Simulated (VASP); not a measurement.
# Cu (Pm-3m) in VASP: notebook

Runs on Cu. Level: revPBE. Tasks: single point.

All numbers are computed with VASP 6.6.1; they aren't measurements. Logs are shortened: lines on timing, memory, paths and dates and some standing lists are left out, and cuts for length are marked.

**1. The cell of the first run**

Symmetry: Pm-3m, No. 221, cubic system. The conventional cell has a = 2.363 Å, b = 2.363 Å, c = 2.363 Å, α = 90.00°, β = 90.00°, γ = 90.00°. Within 3.1 Å of Cu (site symmetry m-3m) lie 6 Cu at 2.36 Å.

**2. Single point, revPBE (volume scaled by 0.92)**

The input, INCAR:

```
  PREC = Accurate
  ENCUT = 520
  EDIFF = 1E-6
  ISMEAR = -1
  SIGMA = 0.1
  LREAL = False
  LASPH = True
  NELM = 60
  ALGO = Normal
  ISIF = 2
  LWAVE = False
  LCHARG = False
  GGA = RE
  NBANDS = 12
```

The input, KPOINTS:

```
Automatic mesh
0
Gamma
  14 14 14
```

The input, POSCAR:

```
Cu
1.0
    2.3633786470      0.0000000000      0.0000000000
    0.0000000000      2.3633786470      0.0000000000
    0.0000000000      0.0000000000      2.3633786470
Cu
1
Direct
    0.0000000000      0.0000000000      0.0000000000
```

Potentials or basis: VASP PAW PBE potentials, release 64 (Cu).

Run with:

```
$ cat potpaw_PBE.64/Cu/POTCAR > POTCAR
$ mpirun -np 1 vasp_std > vasp.out
```

OUTCAR:

```text
PREC = Accurate
   ENCUT = 520
   EDIFF = 1E-6
   ISMEAR = -1
   LREAL = False
   LASPH = True
   NELM = 60
   ISIF = 2
   GGA = RE

 ion  position               nearest neighbor table
   1  0.000  0.000  0.000-

  LATTYP: Found a simple cubic cell.
 ALAT       =     2.3633786470

  Lattice vectors:

 A1 = (   2.3633786470,   0.0000000000,   0.0000000000)
 A2 = (   0.0000000000,   2.3633786470,   0.0000000000)
 A3 = (   0.0000000000,   0.0000000000,   2.3633786470)

Analysis of symmetry for initial positions (statically):
=====================================================================
 Subroutine PRICEL returns:
 Original cell was already a primitive cell.

 Routine SETGRP: Setting up the symmetry group for a
 simple cubic supercell.

 Subroutine GETGRP returns: Found 48 space group operations
 (whereof 48 operations were pure point group operations)
 out of a pool of 48 trial point group operations.

The static configuration has the point symmetry O_h .

Analysis of symmetry for dynamics (positions and initial velocities):
=====================================================================
 Subroutine PRICEL returns:
 Original cell was already a primitive cell.

 Routine SETGRP: Setting up the symmetry group for a
 simple cubic supercell.

 Subroutine GETGRP returns: Found 48 space group operations
 (whereof 48 operations were pure point group operations)
 out of a pool of 48 trial point group operations.

The dynamic configuration has the point symmetry O_h .

 Subroutine INISYM returns: Found 48 space group operations
 (whereof 48 operations are pure point group operations),
 and found     1 'primitive' translations

----------------------------------------------------------------------------------------

                                     Primitive cell

  volume of cell :      13.2008

  direct lattice vectors                    reciprocal lattice vectors
     2.363378647  0.000000000  0.000000000     0.423123058  0.000000000  0.000000000
     0.000000000  2.363378647  0.000000000     0.000000000  0.423123058  0.000000000
     0.000000000  0.000000000  2.363378647     0.000000000  0.000000000  0.423123058

  length of vectors
     2.363378647  2.363378647  2.363378647     0.423123058  0.423123058  0.423123058

[... 77 lines left out ...]
   NELM   =     60;   NELMIN=  2; NELMDL= -5     # of ELM steps
   EDIFF  = 0.1E-05   stopping-criterion for ELM
   LREAL  =      F    real-space projection
   EDIFFG = 0.1E-04   stopping-criterion for IOM
   NSW    =      0    number of steps for IOM
   IBRION =     -1    ionic relax: 0-MD 1-quasi-New 2-CG
   NFREE  =      0    steps in history (QN), initial steepest desc. (CG)
   ISIF   =      2    stress and relaxation
   ISYM   =      2    0-nonsym 1-usesym 2-fastsym
   POTIM  = 0.5000    time-step for ionic-motion
   TEBEG  =    0.0;   TEEND  =   0.0 temperature during run
   PSTRESS=    0.0 pullay stress
   NELECT =      11.0000    total number of electrons
   NUPDOWN=      -1.0000    fix difference up-down
   EMIN   =  10.00;   EMAX   =-10.00  energy-range for DOS
   EFERMI =   0.00;   METHOD = LEGACY
   ISMEAR =    -1;   SIGMA  =   0.10  broadening in eV -4-tet -1-fermi 0-gaus
   EFERMI_NEDOS =   21; number of points for ismear=-14 and -15
   IALGO  =     38    algorithm
   IMIX   =      4    mixing-type and parameters
     AMIX     =   0.40;   BMIX     =  1.00
     AMIX_MAG =   1.60;   BMIX_MAG =  1.00
  volume/ion in A,a.u.               =      13.20        89.08
  Fermi-wavevector in a.u.,A,eV,Ry     =   1.540538  2.911195 32.290127  2.373257
  Thomas-Fermi vector in A             =   2.646611
   LORBIT       =      0    0 simple, 1 ext, 2 COOP (PROOUT), +10 PAW based schemes
   GGA     = RE    functional components
   LHFCALC =     F    Hartree Fock is set to
   AEXX    =    0.0000 exact exchange contribution
   IVDW    =     0    specifies the selected vdW correction
   LEPSILON=     F    determine dielectric tensor
   LRPA    =     F    only Hartree local field effects (RPA)
 non-spin polarized calculation
  energy-cutoff  :      520.00
  volume of cell :       13.20
 maximum number of plane-waves:       368
 NGX is ok and might be reduce to    18
   NGX =  9   NGY =  9   NGZ =  9

 number of electron      11.0000029 magnetization

 Free energy of the ion-electron system (eV)
  ---------------------------------------------------
  ext. energy  EPLUGINS =         0.00000000
  ---------------------------------------------------
  free energy    TOTEN  =        -2.87657508 eV

  energy without entropy =       -2.86758397  energy(sigma->0) =       -2.87207953

 E-fermi :   6.2444     XC(G=0): -11.9063

 val. band max:        6.2390266162   @ k =   0.4286   0.2143   0.0714
 cond. band min:       6.3028319418   @ k =   0.3571   0.3571   0.0000
 fundamental gap:      0.0638053256
 Fermi energy:         6.2444157244

 k-point     1 :       0.0000    0.0000    0.0000
  band No.  band energies     occupation
      1      -2.0860      2.00000
      2       2.2615      2.00000
      3       2.2615      2.00000
      4       4.9346      2.00000
      5       4.9346      2.00000
      6       4.9346      2.00000
      7      24.4076      0.00000
      8      24.4076      0.00000
      9      24.4076      0.00000
     10      27.8571      0.00000
     11      27.8571      0.00000
     12      31.8617      0.00000
[... 331 lines left out ...]
 k-point    24 :       0.3571    0.2143    0.0000
  band No.  band energies     occupation
      1       1.7504      2.00000
      2       2.7915      2.00000
      3       3.4461      2.00000
      4       4.3102      2.00000
      5       4.6914      2.00000
      6       4.9339      2.00000
      7      12.2937      0.00000
      8      20.2232      0.00000
      9      27.4040      0.00000
     10      30.2125      0.00000
     11      31.2435      0.00000
     12      37.9978      0.00000

 [... further k-points ...]
[... 5 lines left out ...]
  --------------------------------------------------------------------------------------
  -------------------------------------------------------------------------------------
  Total        0.8297955      0.8297955      0.8297955      0.0000000      0.0000000      0.0000000
  in kB      100.7121186    100.7121186    100.7121186      0.0000000      0.0000000      0.0000000
  external PRESSURE =     100.7121186 kB  Pullay stress =       0.0000000 kB

 VOLUME and BASIS-vectors are now :
 -----------------------------------------------------------------------------
  energy-cutoff  :      520.00
  volume of cell :       13.20
      direct lattice vectors                 reciprocal lattice vectors
     2.363378647  0.000000000  0.000000000     0.423123058  0.000000000  0.000000000
     0.000000000  2.363378647  0.000000000     0.000000000  0.423123058  0.000000000
     0.000000000  0.000000000  2.363378647     0.000000000  0.000000000  0.423123058

 POSITION                                       TOTAL-FORCE (eV/Angst)
 -----------------------------------------------------------------------------------
      0.00000      0.00000      0.00000         0.000000      0.000000      0.000000
 -----------------------------------------------------------------------------------
    total drift:                                0.000000      0.000000      0.000000

  FREE ENERGIE OF THE ION-ELECTRON SYSTEM (eV)
  ---------------------------------------------------
  free  energy   TOTEN  =        -2.8765750827 eV

  energy  without entropy=       -2.8675839723  energy(sigma->0) =       -2.87207953
```

OSZICAR:

```text
N       E                     dE             d eps       ncg     rms          rms(c)
DAV:   1     0.460399892549E+02    0.46040E+02   -0.54691E+03  3084   0.147E+03
DAV:   2    -0.199927442809E+01   -0.48039E+02   -0.44594E+02  2980   0.205E+02
DAV:   3    -0.354599711762E+01   -0.15467E+01   -0.15378E+01  3452   0.419E+01
DAV:   4    -0.355696027851E+01   -0.10963E-01   -0.10962E-01  3176   0.315E+00
DAV:   5    -0.355707881238E+01   -0.11853E-03   -0.11853E-03  3444   0.340E-01    0.690E+00
DAV:   6    -0.322317355785E+01    0.33391E+00   -0.11272E+01  3312   0.643E+01    0.374E+00
DAV:   7    -0.288559323785E+01    0.33758E+00   -0.19138E+00  3328   0.266E+01    0.411E-01
DAV:   8    -0.287944982500E+01    0.61434E-02   -0.13657E-02  3712   0.222E+00    0.415E-01
DAV:   9    -0.287661532646E+01    0.28345E-02   -0.19539E-02  3452   0.246E+00    0.583E-02
DAV:  10    -0.287657471872E+01    0.40608E-04   -0.27542E-04  4028   0.295E-01    0.524E-03
DAV:  11    -0.287657508268E+01   -0.36396E-06   -0.27402E-06  3236   0.176E-02
   1 F= -.28765751E+01 E0= -.28720795E+01  d E =-.899111E-02
```

Run time: 7.7 s. Hardware: 1 thread of Intel Xeon Platinum 8488C (Sapphire Rapids), shared host; peak memory 0.12 GiB.

What came out:

| Item | Value |
| --- | --- |
| Free energy | -2.8766 eV |
| Pressure | 10.1 GPa |

Caveat: the cell differs from its parent crystal (volume scaled by 0.92); the PAW data sets were made with another functional, which shifts forces and pressure a little.

**3. Single point, revPBE (volume scaled by 0.96)**

The input, INCAR:

```
SYSTEM = Cu
PREC = Accurate ; ENCUT = 520
EDIFF = 1E-7 ; ISMEAR = -1
SIGMA = 0.1 ; LREAL = .FALSE.
LASPH = .TRUE. ; NELM = 80
ALGO = Normal ; ISIF = 2
LWAVE = .FALSE. ; LCHARG = .FALSE.
GGA = RE ; NBANDS = 12
```

The input, KPOINTS:

```
Automatic mesh
0
G
  14 14 14
  0 0 0
```

The input, POSCAR:

```
Cu
1.0
    2.3971457612      0.0000000000      0.0000000000
    0.0000000000      2.3971457612      0.0000000000
    0.0000000000      0.0000000000      2.3971457612
Cu
1
Direct
    0.0000000000      0.0000000000      0.0000000000
```

Potentials or basis: VASP PAW PBE potentials, release 64 (Cu).

Run with:

```
$ cat potpaw_PBE.64/Cu/POTCAR > POTCAR
$ mpirun -np 1 vasp_std > vasp.out
```

Run time: 9 s. Hardware: 1 thread of Intel Xeon Platinum 8488C (Sapphire Rapids), shared host; peak memory 0.13 GiB.

It converged, with:

* Free energy: -2.9022 eV
* Pressure: 4.5 GPa

Levels at points of the mesh, in eV from the Fermi level:
| k point | band 2 | band 3 | band 4 | band 5 | band 6 | band 7 | band 8 | band 9 |
| --- | --- | --- | --- | --- | --- | --- | --- | --- |
| (0.00, 0.00, 0.00) | -3.81 | -3.81 | -1.30 | -1.30 | -1.30 | 17.69 | 17.69 | 17.69 |
| (0.50, 0.00, 0.00) | -3.49 | -2.07 | -2.07 | -1.33 | -1.23 | 2.04 | 23.42 | 24.17 |
| (0.50, 0.50, 0.00) | -3.25 | -1.92 | -1.92 | -0.75 | 4.32 | 4.32 | 8.82 | 9.95 |
| (0.50, 0.50, 0.50) | -3.48 | -3.48 | -0.71 | -0.71 | 10.14 | 10.14 | 10.14 | 13.32 |

Caveat: the cell differs from its parent crystal (volume scaled by 0.96); the PAW data sets were made with another functional, which shifts forces and pressure a little.

**4. Single point, revPBE**

This run uses another cell than the first one, of 14.35 Å³/atom, 1.087 times its volume.

The input, INCAR:

```
PREC     = Accurate       # precision mode
ENCUT    = 520            # plane-wave cutoff, eV
EDIFF    = 1E-6           # SCF threshold, eV
ISMEAR   = -1             # smearing method
SIGMA    = 0.1            # smearing width, eV
LREAL    = F              # projectors in reciprocal space
LASPH    = T              # aspherical terms in the spheres
NELM     = 100            # most SCF steps
ALGO     = Normal         # electronic algorithm
ISIF     = 2              # what is computed and relaxed
LWAVE    = F              # write WAVECAR
LCHARG   = F              # write CHGCAR
GGA      = RE             # functional
NBANDS   = 12             # bands
```

The input, KPOINTS:

```
regular mesh
0
Gamma
  14 14 14
```

The input, POSCAR:

```
Cu
1.0
    2.4299874555      0.0000000000      0.0000000000
    0.0000000000      2.4299874555      0.0000000000
    0.0000000000      0.0000000000      2.4299874555
Cu
1
Direct
    0.0000000000      0.0000000000      0.0000000000
```

Potentials or basis: VASP PAW PBE potentials, release 64 (Cu).

Run with:

```
$ cat potpaw_PBE.64/Cu/POTCAR > POTCAR
$ mpirun -np 1 vasp_std > vasp.out
```

OUTCAR:

```text
PREC = Accurate
   ENCUT = 520
   EDIFF = 1E-6
   ISMEAR = -1
   LREAL = F
   LASPH = T
   NELM = 100
   ISIF = 2
   GGA = RE

 ion  position               nearest neighbor table
   1  0.000  0.000  0.000-

  LATTYP: Found a simple cubic cell.
 ALAT       =     2.4299874555

  Lattice vectors:

 A1 = (   2.4299874555,   0.0000000000,   0.0000000000)
 A2 = (   0.0000000000,   2.4299874555,   0.0000000000)
 A3 = (   0.0000000000,   0.0000000000,   2.4299874555)

Analysis of symmetry for initial positions (statically):
=====================================================================
 Subroutine PRICEL returns:
 Original cell was already a primitive cell.

 Routine SETGRP: Setting up the symmetry group for a
 simple cubic supercell.

 Subroutine GETGRP returns: Found 48 space group operations
 (whereof 48 operations were pure point group operations)
 out of a pool of 48 trial point group operations.

The static configuration has the point symmetry O_h .

Analysis of symmetry for dynamics (positions and initial velocities):
=====================================================================
 Subroutine PRICEL returns:
 Original cell was already a primitive cell.

 Routine SETGRP: Setting up the symmetry group for a
 simple cubic supercell.

 Subroutine GETGRP returns: Found 48 space group operations
 (whereof 48 operations were pure point group operations)
 out of a pool of 48 trial point group operations.

The dynamic configuration has the point symmetry O_h .

 Subroutine INISYM returns: Found 48 space group operations
 (whereof 48 operations are pure point group operations),
 and found     1 'primitive' translations

----------------------------------------------------------------------------------------

                                     Primitive cell
[... 106 lines left out ...]
   IALGO  =     38    algorithm
   IMIX   =      4    mixing-type and parameters
     AMIX     =   0.40;   BMIX     =  1.00
     AMIX_MAG =   1.60;   BMIX_MAG =  1.00
  volume/ion in A,a.u.               =      14.35        96.83
  Fermi-wavevector in a.u.,A,eV,Ry     =   1.498310  2.831395 30.544168  2.244933
  Thomas-Fermi vector in A             =   2.610086
   LORBIT       =      0    0 simple, 1 ext, 2 COOP (PROOUT), +10 PAW based schemes
   GGA     = RE    functional components
   LHFCALC =     F    Hartree Fock is set to
   AEXX    =    0.0000 exact exchange contribution
   IVDW    =     0    specifies the selected vdW correction
   LEPSILON=     F    determine dielectric tensor
   LRPA    =     F    only Hartree local field effects (RPA)
 non-spin polarized calculation
  energy-cutoff  :      520.00
  volume of cell :       14.35
 maximum number of plane-waves:       402
   NGX =  9   NGY =  9   NGZ =  9

 number of electron      10.9999990 magnetization

 Free energy of the ion-electron system (eV)
  ---------------------------------------------------
  ext. energy  EPLUGINS =         0.00000000
  ---------------------------------------------------
  free energy    TOTEN  =        -2.91080131 eV

  energy without entropy =       -2.90153399  energy(sigma->0) =       -2.90616765

 E-fermi :   5.3821     XC(G=0): -11.4498

 val. band max:        5.3712037733   @ k =   0.4286   0.2143   0.0714
 cond. band min:       5.4104942153   @ k =   0.2857   0.2857   0.2857
 fundamental gap:      0.0392904420
 Fermi energy:         5.3820606524

 k-point     1 :       0.0000    0.0000    0.0000
  band No.  band energies     occupation
      1      -2.4153      2.00000
      2       1.7314      2.00000
      3       1.7314      2.00000
      4       4.0917      2.00000
      5       4.0917      2.00000
      6       4.0917      2.00000
      7      22.6258      0.00000
      8      22.6258      0.00000
      9      22.6258      0.00000
     10      25.9435      0.00000
     11      25.9435      0.00000
     12      29.5312      0.00000
[... 331 lines left out ...]
 k-point    24 :       0.3571    0.2143    0.0000
  band No.  band energies     occupation
      1       1.2318      2.00000
      2       2.2107      2.00000
      3       2.7835      2.00000
      4       3.5446      2.00000
      5       3.8785      2.00000
      6       4.1295      1.99999
      7      11.0638      0.00000
      8      18.5996      0.00000
      9      25.4482      0.00000
     10      28.0474      0.00000
     11      29.3001      0.00000
     12      35.6532      0.00000

 [... further k-points ...]
[... 5 lines left out ...]
  --------------------------------------------------------------------------------------
  -------------------------------------------------------------------------------------
  Total        0.0567894      0.0567894      0.0567894      0.0000000     -0.0000000      0.0000000
  in kB        6.3411222      6.3411222      6.3411222      0.0000000     -0.0000000      0.0000000
  external PRESSURE =       6.3411222 kB  Pullay stress =       0.0000000 kB

 VOLUME and BASIS-vectors are now :
 -----------------------------------------------------------------------------
  energy-cutoff  :      520.00
  volume of cell :       14.35
      direct lattice vectors                 reciprocal lattice vectors
     2.429987456  0.000000000  0.000000000     0.411524758  0.000000000  0.000000000
     0.000000000  2.429987456  0.000000000     0.000000000  0.411524758  0.000000000
     0.000000000  0.000000000  2.429987456     0.000000000  0.000000000  0.411524758

 POSITION                                       TOTAL-FORCE (eV/Angst)
 -----------------------------------------------------------------------------------
      0.00000      0.00000      0.00000         0.000000      0.000000      0.000000
 -----------------------------------------------------------------------------------
    total drift:                               -0.000000      0.000000      0.000000

  FREE ENERGIE OF THE ION-ELECTRON SYSTEM (eV)
  ---------------------------------------------------
  free  energy   TOTEN  =        -2.9108013086 eV

  energy  without entropy=       -2.9015339874  energy(sigma->0) =       -2.90616765
```

OSZICAR:

```text
N       E                     dE             d eps       ncg     rms          rms(c)
DAV:   1     0.461575642203E+02    0.46158E+02   -0.54105E+03  3128   0.145E+03
DAV:   2    -0.205826579710E+01   -0.48216E+02   -0.44728E+02  2948   0.201E+02
DAV:   3    -0.355141697493E+01   -0.14932E+01   -0.14788E+01  3476   0.406E+01
DAV:   4    -0.356278807151E+01   -0.11371E-01   -0.11370E-01  3216   0.317E+00
DAV:   5    -0.356293303318E+01   -0.14496E-03   -0.14496E-03  3464   0.364E-01    0.678E+00
DAV:   6    -0.330132662985E+01    0.26161E+00   -0.12025E+01  3340   0.648E+01    0.408E+00
DAV:   7    -0.291798798258E+01    0.38334E+00   -0.21304E+00  3308   0.277E+01    0.345E-01
DAV:   8    -0.291415716397E+01    0.38308E-02   -0.21600E-02  3816   0.276E+00    0.449E-01
DAV:   9    -0.291086277184E+01    0.32944E-02   -0.24735E-02  3476   0.272E+00    0.692E-02
DAV:  10    -0.291080072336E+01    0.62048E-04   -0.38605E-04  4004   0.343E-01    0.732E-03
DAV:  11    -0.291080130859E+01   -0.58523E-06   -0.32858E-06  3252   0.188E-02
   1 F= -.29108013E+01 E0= -.29061676E+01  d E =-.926732E-02
```

Wall time 9 s (1 thread of Intel Xeon Platinum 8488C (Sapphire Rapids), shared host); peak memory 0.13 GiB.

What came out:

```yaml
Free_energy: -2.9108 eV
Pressure: 0.6 GPa
```

Caveat: the PAW data sets were made with another functional, which shifts forces and pressure a little.

**5. Overview**

| cell | gap on the mesh (eV) | pressure (GPa) |
| --- | --- | --- |
| a = 2.363 Å, 1 atom | none | 10.1 |
| a = 2.397 Å, 1 atom | none | 4.5 |
| a = 2.430 Å, 1 atom | none | 0.6 |

Alike in all rows: task single point; level revPBE; potentials or basis VASP PAW PBE potentials, release 64 (Cu); no spin polarisation; k mesh 14 × 14 × 14; cutoff (eV) 520; smearing fermi-dirac 0.1 eV.

Caveats: the PAW data sets were made with another functional, which shifts forces and pressure a little.

Absolute energies hang on the potentials; compare differences alone.
